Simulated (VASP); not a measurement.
# Be3Sb (P31m) in VASP: relaxation of cell and atoms with PBE

Aim: the relaxation of cell and atoms of Be3Sb with PBE.

All numbers are computed with VASP 6.6.1; they aren't measurements. Logs are shortened: lines on timing, memory, paths and dates and some standing lists are left out, and cuts for length are marked.

**1. The cell of the first run**

It takes space group P31m (No. 157, trigonal). Conventional cell: a = 3.709 Å, b = 3.709 Å, c = 4.682 Å, α = 90.00°, β = 90.00°, γ = 120.00°. Within 2.8 Å of Be (site symmetry m) lie 1 Sb at 2.08 Å and 6 Be at 2.14 Å. Within 2.8 Å of Sb (site symmetry 3m) lie 3 Be at 2.08 Å.

**2. Relaxation of cell and atoms, PBE**

INCAR

```
SYSTEM = Be3Sb
ALGO = Normal
EDIFF = 1E-6
EDIFFG = -0.04
ENCUT = 600
GGA = PE
IBRION = 2
ISIF = 3
ISMEAR = 0
LASPH = .True.
LCHARG = .False.
LREAL = .False.
LWAVE = .False.
NELM = 60
NSW = 90
PREC = Accurate
SIGMA = 0.1
```

KPOINTS

```
k-points
0
Gamma
  6 6 4
  0 0 0
```

POSCAR

```
Be3Sb
1.0
    3.7090864629      0.0000000000      0.0000000000
   -1.8545432315      3.2121631017      0.0000000000
    0.0000000000      0.0000000000      4.6822992651
Be Sb
3 1
Direct
    0.0000000000      0.6666666667      0.0617009780
    0.6666666667      0.0000000000      0.0617009780
    0.3333333333      0.3333333333      0.0617009780
    0.0000000000      0.0000000000      0.4198459430
```

Potentials or basis: VASP PAW PBE potentials, release 64 (Be, Sb).

On the command line:

```sh
$ cat potpaw_PBE.64/Be/POTCAR potpaw_PBE.64/Sb/POTCAR > POTCAR
$ mpirun -np 1 vasp_std > vasp.out
```

OUTCAR:

```text
SYSTEM = Be3Sb
   EDIFF = 1E-6
   EDIFFG = -0.04
   ENCUT = 600
   GGA = PE
   IBRION = 2
   ISIF = 3
   ISMEAR = 0
   LASPH = .True.
   LREAL = .False.
   NELM = 60
   NSW = 90
   PREC = Accurate

 ion  position               nearest neighbor table
   1  0.000  0.667  0.062-   4 2.08   3 2.14   2 2.14   2 2.14   3 2.14   2 2.14   3 2.14   4 2.99

   2  0.667  0.000  0.062-   4 2.08   3 2.14   1 2.14   1 2.14   3 2.14   1 2.14   3 2.14   4 2.99

   3  0.333  0.333  0.062-   4 2.08   2 2.14   1 2.14   1 2.14   2 2.14   2 2.14   1 2.14   4 2.99

   4  0.000  0.000  0.420-   3 2.08   2 2.08   1 2.08   3 2.99   2 2.99   1 2.99

  LATTYP: Found a hexagonal cell.
 ALAT       =     3.7090864629
 C/A-ratio  =     1.2623861190

  Lattice vectors:

 A1 = (   3.7090864629,   0.0000000000,   0.0000000000)
 A2 = (  -1.8545432315,   3.2121631017,   0.0000000000)
 A3 = (   0.0000000000,   0.0000000000,   4.6822992651)

Analysis of symmetry for initial positions (statically):
=====================================================================
 Subroutine PRICEL returns:
 Original cell was already a primitive cell.

 Routine SETGRP: Setting up the symmetry group for a
 hexagonal supercell.

 Subroutine GETGRP returns: Found  6 space group operations
 (whereof  6 operations were pure point group operations)
 out of a pool of 24 trial point group operations.

The static configuration has the point symmetry C_3v.

Analysis of symmetry for dynamics (positions and initial velocities):
=====================================================================
 Subroutine PRICEL returns:
 Original cell was already a primitive cell.

 Routine SETGRP: Setting up the symmetry group for a
 hexagonal supercell.

 Subroutine GETGRP returns: Found  6 space group operations
 (whereof  6 operations were pure point group operations)
 out of a pool of 24 trial point group operations.

The dynamic configuration has the point symmetry C_3v.

 Subroutine INISYM returns: Found  6 space group operations
 (whereof  6 operations are pure point group operations),
 and found     1 'primitive' translations

----------------------------------------------------------------------------------------

                                     Primitive cell

  volume of cell :      55.7858

  direct lattice vectors                    reciprocal lattice vectors
     3.709086463  0.000000000  0.000000000     0.269608166  0.155658347  0.000000000
    -1.854543231  3.212163102  0.000000000     0.000000000  0.311316695  0.000000000
     0.000000000  0.000000000  4.682299265     0.000000000  0.000000000  0.213570287

  length of vectors
     3.709086463  3.709086463  4.682299265     0.311316695  0.311316695  0.213570287

  position of ions in fractional coordinates (direct lattice)
     1.000000000  0.666666667  0.061700978
     0.666666667  0.000000000  0.061700978
     0.333333333  0.333333333  0.061700978
     0.000000000  0.000000000  0.419845943

  ion indices of the primitive-cell ions
   primitive index   ion index
                 1           1
                 2           2
                 3           3
                 4           4

----------------------------------------------------------------------------------------

 KPOINTS: k-points

Automatic generation of k-mesh.
 Grid dimensions read from file:
 generate k-points for:    6    6    4

 Generating k-lattice:

  Cartesian coordinates                     Fractional coordinates (reciprocal lattice)
     0.044934694  0.025943058  0.000000000     0.166666667 -0.000000000  0.000000000
     0.000000000  0.051886116  0.000000000     0.000000000  0.166666667  0.000000000
     0.000000000  0.000000000  0.053392572     0.000000000  0.000000000  0.250000000

  Length of vectors
     0.051886116  0.051886116  0.053392572

  Shift w.r.t. Gamma in fractional coordinates (k-lattice)
     0.000000000  0.000000000  0.000000000

 Subroutine IBZKPT returns following result:
 ===========================================

 Found     24 irreducible k-points:

 Following reciprocal coordinates:
            Coordinates               Weight
  0.000000  0.000000  0.000000      1.000000
  0.166667 -0.000000  0.000000      6.000000
  0.333333  0.000000  0.000000      6.000000
  0.500000 -0.000000  0.000000      3.000000
  0.166667  0.166667  0.000000      6.000000
  0.333333  0.166667  0.000000     12.000000
[... 16 lines left out ...]
  0.333333  0.166667  0.500000     12.000000
  0.333333  0.333333  0.500000      2.000000
   k-points           NKPTS =     24   k-points in BZ     NKDIM =     24   number of bands    NBANDS=      9
   number of dos      NEDOS =    301   number of ions     NIONS =      4
   total plane-waves  NPLWV =  36000
   dimension x,y,z NGX =    30 NGY =   30 NGZ =   40
   dimension x,y,z NGXF=    60 NGYF=   60 NGZF=   80
   ions per type =               3   1
   NGX,Y,Z   is equivalent  to a cutoff of  13.45, 13.45, 14.20 a.u.
   NGXF,Y,Z  is equivalent  to a cutoff of  26.89, 26.89, 28.40 a.u.
 SYSTEM =  Be3Sb
   PREC   = accura    normal or accurate (medium, high low for compatibility)
   ISTART =      0    job   : 0-new  1-cont  2-samecut
   ICHARG =      2    charge: 1-file 2-atom 10-const
   ISPIN  =      1    spin polarized calculation?
   LNONCOLLINEAR =      F non collinear calculations
   LSORBIT =      F    spin-orbit coupling
   LASPH  =      T    aspherical Exc in radial PAW
   ENCUT  =  600.0 eV  44.10 Ry    6.64 a.u.   7.41  7.41  9.35*2*pi/ulx,y,z
   NELM   =     60;   NELMIN=  2; NELMDL= -5     # of ELM steps
   EDIFF  = 0.1E-05   stopping-criterion for ELM
   LREAL  =      F    real-space projection
   EDIFFG = -.4E-01   stopping-criterion for IOM
   NSW    =     90    number of steps for IOM
   IBRION =      2    ionic relax: 0-MD 1-quasi-New 2-CG
   NFREE  =      1    steps in history (QN), initial steepest desc. (CG)
   ISIF   =      3    stress and relaxation
   ISYM   =      2    0-nonsym 1-usesym 2-fastsym
   POTIM  = 0.5000    time-step for ionic-motion
   TEBEG  =    0.0;   TEEND  =   0.0 temperature during run
   PSTRESS=    0.0 pullay stress
   NELECT =      11.0000    total number of electrons
   NUPDOWN=      -1.0000    fix difference up-down
   EMIN   =  10.00;   EMAX   =-10.00  energy-range for DOS
   EFERMI =   0.00;   METHOD = LEGACY
   ISMEAR =     0;   SIGMA  =   0.10  broadening in eV -4-tet -1-fermi 0-gaus
   EFERMI_NEDOS =   21; number of points for ismear=-14 and -15
   IALGO  =     38    algorithm
   IMIX   =      4    mixing-type and parameters
     AMIX     =   0.40;   BMIX     =  1.00
     AMIX_MAG =   1.60;   BMIX_MAG =  1.00
  volume/ion in A,a.u.               =      13.95        94.12
  Fermi-wavevector in a.u.,A,eV,Ry     =   0.952865  1.800653 12.353420  0.907951
  Thomas-Fermi vector in A             =   2.081467
   LORBIT       =      0    0 simple, 1 ext, 2 COOP (PROOUT), +10 PAW based schemes
   GGA     = PE    functional components
   LHFCALC =     F    Hartree Fock is set to
   AEXX    =    0.0000 exact exchange contribution
   IVDW    =     0    specifies the selected vdW correction
   LEPSILON=     F    determine dielectric tensor
   LRPA    =     F    only Hartree local field effects (RPA)
 conjugate gradient relaxation of ions
 non-spin polarized calculation
 Gauss-broadening in eV      SIGMA  =   0.10
  energy-cutoff  :      600.00
  volume of cell :       55.79
 maximum number of plane-waves:      1890
 NGX is ok and might be reduce to    30
   NGX = 15   NGY = 15   NGZ = 19

--------------------------------------- Ionic step        1  -------------------------------------------

 number of electron      11.0000000 magnetization

 Free energy of the ion-electron system (eV)
  ---------------------------------------------------
  ext. energy  EPLUGINS =         0.00000000
  ---------------------------------------------------
  free energy    TOTEN  =       -11.29216908 eV

  energy without entropy =      -11.27454218  energy(sigma->0) =      -11.28335563

------------------------ aborting loop because EDIFF is reached ----------------------------------------

  FORCE on cell =-STRESS in cart. coord.  units (eV):
  Direction    XX          YY          ZZ          XY          YZ          ZX
  --------------------------------------------------------------------------------------
  -------------------------------------------------------------------------------------
  Total        5.7236397      5.7236397     13.5547433     -0.0000000      0.0000000      0.0000000
  in kB      164.3838521    164.3838521    389.2944069     -0.0000000      0.0000000      0.0000000
  external PRESSURE =     239.3540371 kB  Pullay stress =       0.0000000 kB
[... 23 lines left out ...]
  energy  without entropy=      -11.2745421813  energy(sigma->0) =      -11.28335563

--------------------------------------- Ionic step        2  -------------------------------------------

 number of electron      11.0000000 magnetization

 E-fermi :   3.7441     XC(G=0):  -8.9540

 val. band max:        3.7341670659   @ k =   0.1667  -0.0000   0.2500
 cond. band min:       3.9215365036   @ k =   0.5000  -0.0000   0.2500
 fundamental gap:      0.1873694377
 Fermi energy:         3.7440619436

 k-point     1 :       0.0000    0.0000    0.0000
  band No.  band energies     occupation
      1      -6.1967      2.00000
      2      -1.3655      2.00000
      3       0.0170      2.00000
      4       4.6857      0.00000
      5       4.7497      0.00000
      6       4.7497      0.00000
      7       6.3424      0.00000
      8       6.7675      0.00000
      9       6.7675      0.00000
[... 343 lines left out ...]
  FREE ENERGIE OF THE ION-ELECTRON SYSTEM (eV)
  ---------------------------------------------------
  free  energy   TOTEN  =       -13.4236847659 eV

  energy  without entropy=      -13.4136455389  energy(sigma->0) =      -13.41866515

[... ionic steps 4 to 12 ...]

--------------------------------------- Ionic step       13  -------------------------------------------

 number of electron      11.0000000 magnetization

------------------------ aborting loop because EDIFF is reached ----------------------------------------

  FORCE on cell =-STRESS in cart. coord.  units (eV):
  Direction    XX          YY          ZZ          XY          YZ          ZX
  --------------------------------------------------------------------------------------
  -------------------------------------------------------------------------------------
  Total       -0.1793140     -0.1793140      0.0106329      0.0000000     -0.0000000     -0.0000000
  in kB       -4.9116570     -4.9116570      0.2912500      0.0000000     -0.0000000     -0.0000000
  external PRESSURE =      -3.1773547 kB  Pullay stress =       0.0000000 kB
[... 61 lines left out ...]
  energy  without entropy=      -13.7116395692  energy(sigma->0) =      -13.71379788

--------------------------------------- Ionic step       15  -------------------------------------------

 number of electron      11.0000000 magnetization

 Free energy of the ion-electron system (eV)
  ---------------------------------------------------
  ext. energy  EPLUGINS =         0.00000000
  ---------------------------------------------------
  free energy    TOTEN  =       -13.71672950 eV

  energy without entropy =      -13.71212694  energy(sigma->0) =      -13.71442822

 E-fermi :   5.8928     XC(G=0):  -9.8336

 val. band max:        5.8015518446   @ k =   0.1667  -0.0000   0.5000
 cond. band min:       5.9212863248   @ k =   0.1667  -0.0000   0.5000
 fundamental gap:      0.1197344802
 Fermi energy:         5.8928003318

 k-point     1 :       0.0000    0.0000    0.0000
  band No.  band energies     occupation
      1      -5.3844      2.00000
      2       0.9126      2.00000
      3       0.9312      2.00000
      4       6.9441      0.00000
      5       6.9441      0.00000
      6       7.4070      0.00000
      7       7.8951      0.00000
      8       9.5673      0.00000
      9       9.5673      0.00000
[... 305 lines left out ...]
  FREE ENERGIE OF THE ION-ELECTRON SYSTEM (eV)
  ---------------------------------------------------
  free  energy   TOTEN  =       -13.7167294970 eV

  energy  without entropy=      -13.7121269437  energy(sigma->0) =      -13.71442822

 reached required accuracy - stopping structural energy minimisation
```

Run time: 2.4 min. Hardware: 1 thread of Intel Xeon Platinum 8488C (Sapphire Rapids), shared host; peak memory 0.2 GiB.

What came out:

| Property | Result |
| --- | --- |
| Free energy | -13.7167 eV |
| Relaxed volume | 14.54 Å³/atom |
| Relaxed cell | a = 3.678 Å, b = 3.678 Å, c = 4.963 Å, α = 90.00°, β = 90.00°, γ = 120.00° |
| Space group after relaxing (to 0.05 Å) | P-62m (No. 189) |
| Energy gained by relaxing | 606.1 meV/atom |
| Ionic steps | 15 |
| Pressure after relaxing | 0.1 GPa |
| Largest force after relaxing | 0.031 eV/Å |

Forces on the atoms (eV/Å):
```
Be  -0.003  0.006 -0.010
Be   0.007  0.000 -0.010
Be  -0.003 -0.006 -0.010
Sb   0.000  0.000  0.031
```

Stress tensor (GPa, compression positive):
```
0.15 0.00 0.00
0.00 0.15 0.00
0.00 0.00 0.06
```

Step by step:
```
step  energy change (eV)  largest force (eV/Å)  pressure (GPa)  volume (Å³)
   1              0.0000                9.5147           23.94        55.79
   2             -1.6737                0.7496           -9.50        74.18
   3             -2.1315                0.5964           -4.28        65.42
   4             -2.1326                0.6453           -4.05        65.21
   5             -2.1328                0.6998           -3.79        65.00
   6             -2.2605                0.7287           -1.91        62.06
   7             -2.3220                0.6088            0.88        59.08
   8             -2.3224                0.5897            1.34        58.69
   9             -2.3791                0.4159            1.12        58.22
  10             -2.3889                0.3136            1.23        57.94
  11             -2.4142                0.1758           -0.61        58.99
  12             -2.4162                0.1286           -1.21        59.40
  13             -2.4237                0.0561           -0.32        58.49
  14             -2.4238                0.0533           -0.21        58.39
  15             -2.4246                0.0306            0.12        58.14
```

Final structure:
```yaml
crystal:
  lattice:
    - [3.67790, 0.00000, 0.00000]
    - [-1.83895, 3.18516, 0.00000]
    - [0.00000, 0.00000, 4.96331]
  atoms:
    - { symbol: Be, position: [0.00000, 0.66246, 0.02670] }
    - { symbol: Be, position: [0.66246, 0.00000, 0.02670] }
    - { symbol: Be, position: [0.33754, 0.33754, 0.02670] }
    - { symbol: Sb, position: [0.00000, 0.00000, 0.52484] }
```

Levels at points of the mesh, in eV from the Fermi level:
```
           k point  band 1  band 2  band 3  band 4  band 5  band 6  band 7  band 8  band 9
(0.00, 0.00, 0.00)  -11.28   -4.98   -4.96    1.05    1.05    1.51    2.00    3.67    3.67
(0.50, 0.00, 0.00)   -9.31   -5.92   -3.02   -2.65   -1.81   -1.15    0.54    0.63    5.44
(0.00, 0.00, 0.50)  -10.73   -8.24    0.86    1.31    1.89    1.89    2.10    2.42    2.42
(0.50, 0.00, 0.50)   -8.79   -6.10   -4.76   -4.28   -1.74    0.53    3.28    3.78    4.68
```

Caveat: spin-orbit coupling is left out, which moves the levels of the heavy elements.
